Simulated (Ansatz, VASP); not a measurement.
**B in VASP and in Ansatz**

Contents of INCAR:

```
SYSTEM = B
PREC = Accurate
ENCUT = 600
EDIFF = 1E-6
ISMEAR = 0
SIGMA = 0.1
LREAL = .FALSE.
LASPH = .TRUE.
NELM = 80
ALGO = Normal
ISIF = 3
LWAVE = .FALSE.
LCHARG = .FALSE.
GGA = PE
IBRION = 2
NSW = 90
EDIFFG = -0.04
```

Contents of KPOINTS:

```
regular mesh
0
G
  6 6 6
  0 0 0
```

Contents of POSCAR:

```
B
1.0
    2.5081732400      1.4480945000      3.4014535200
   -2.5081732400      1.4480945000      3.4014535200
    0.0000000000     -2.8961889900      3.4014535200
B
11
Direct
    0.4104384800      0.4104384800      0.4104384800
    0.5895615200      0.5895615200      0.5895615200
    0.6141590900      0.3858409100      0.0000000000
    0.0000000000      0.6141590900      0.3858409100
    0.3858409100      0.0000000000      0.6141590900
    0.3290587600      0.9836913900      0.0032753800
    0.0032753800      0.3290587600      0.9836913900
    0.9836913900      0.0032753800      0.3290587600
    0.9967246200      0.0163086100      0.6709412400
    0.0163086100      0.6709412400      0.9967246200
    0.6709412400      0.9967246200      0.0163086100
```

Input for Ansatz:

```yaml
crystal:
  lattice:
    - [2.50817324, 1.4480945, 3.40145352]
    - [-2.50817324, 1.4480945, 3.40145352]
    - [0.0, -2.89618899, 3.40145352]
  atoms:
    - { symbol: B, position: [0.41043848, 0.41043848, 0.41043848] }
    - { symbol: B, position: [0.58956152, 0.58956152, 0.58956152] }
    - { symbol: B, position: [0.61415909, 0.38584091, 0.0] }
    - { symbol: B, position: [0.0, 0.61415909, 0.38584091] }
    - { symbol: B, position: [0.38584091, 0.0, 0.61415909] }
    - { symbol: B, position: [0.32905876, 0.98369139, 0.00327538] }
    - { symbol: B, position: [0.00327538, 0.32905876, 0.98369139] }
    - { symbol: B, position: [0.98369139, 0.00327538, 0.32905876] }
    - { symbol: B, position: [0.99672462, 0.01630861, 0.67094124] }
    - { symbol: B, position: [0.01630861, 0.67094124, 0.99672462] }
    - { symbol: B, position: [0.67094124, 0.99672462, 0.01630861] }
basis:
  ecutwfc: 420
kpoints:
  mp_grid: { grid: [6, 6, 6] }
hamiltonian:
  xc: pbe
scf:
  occupations: { method: gaussian, width: 0.1 }
  lower_state_search: "off"
output:
  forces: true
  stress: true
  eigenvalues: true
relax:
  adjacent_minimum: "off"
  f_tol: 0.04
  max_steps: 70
  cell: { stress_tol: 0.4 }
```

Alike in both runs: task relaxation of cell and atoms; functional PBE; k mesh 6 × 6 × 6; occupations gaussian, width 0.1 eV; no spin polarisation.

```csv
,VASP,Ansatz
version,VASP 6.6.1,Ansatz 0.2.0
potentials or method,"VASP PAW PBE potentials, release 64 (B), cutoff 600 eV","scalar-relativistic, plane waves, PAW"
valence electrons in the cell,33,33
```

|  | VASP | Ansatz | Ansatz less VASP |
| --- | --- | --- | --- |
| gap on the k mesh at the Fermi level, each at its own relaxed structure (eV) | none | none | - |
| relaxed volume (Å³/atom) | 6.87 | 6.90 | +0.027 |
| relaxed cell length with the largest relative difference (Å) | 4.511 | 4.504 | -0.0067 |

A gap of «none» marks a metal or a gap that the smearing closes.
